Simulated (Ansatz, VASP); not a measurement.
ZrGe2Pd3 in VASP and in Ansatz

```
Zr Ge Pd
1.0
     4.38943    0.00000    0.00000
    -2.19471    3.80136    0.00000
     0.00000    0.00000    5.91561
Zr Ge Pd
1 2 3
Direct
  0.00000 0.00000 0.00000
  0.33333 0.66667 0.74617
  0.66667 0.33333 0.25383
  0.33333 0.66667 0.28597
  0.66667 0.33333 0.71403
  0.00000 0.00000 0.50000
```

Alike in both runs: functional PBE; k mesh 4 × 4 × 3; occupations gaussian, width 0.2 eV; no spin polarisation.

Ansatz relaxed the structure, and its values are those at the end. VASP's run is a single point on that final structure, the one shown.

|  | VASP | Ansatz |
| --- | --- | --- |
| version | VASP 6.6.1 | Ansatz 0.2.0 |
| potentials or method | VASP PAW PBE potentials, release 64 (Zr_sv, Ge_d, Pd), cutoff 520 eV | scalar-relativistic, plane waves, PAW |
| valence electrons in the cell | 70 | 94 |

VASP gave:

| Item | Value |
| --- | --- |
| gap on the k mesh at the Fermi level (eV) | none |
| pressure (GPa) | -0.2 |
| rms of the force components (eV/Å) | 0.009 |

Q: What did Ansatz give for the same quantities?

A: gap on the k mesh at the Fermi level (eV): none; pressure (GPa): 0.1; rms of the force components (eV/Å): 0.009.

A gap of «none» marks a metal or a gap that the smearing closes. VASP's potentials hold 70 valence electrons a cell and Ansatz's 94, so a difference there can come from the potentials and not from the codes.

The k mesh is coarse, so the values compare programs but aren't converged.
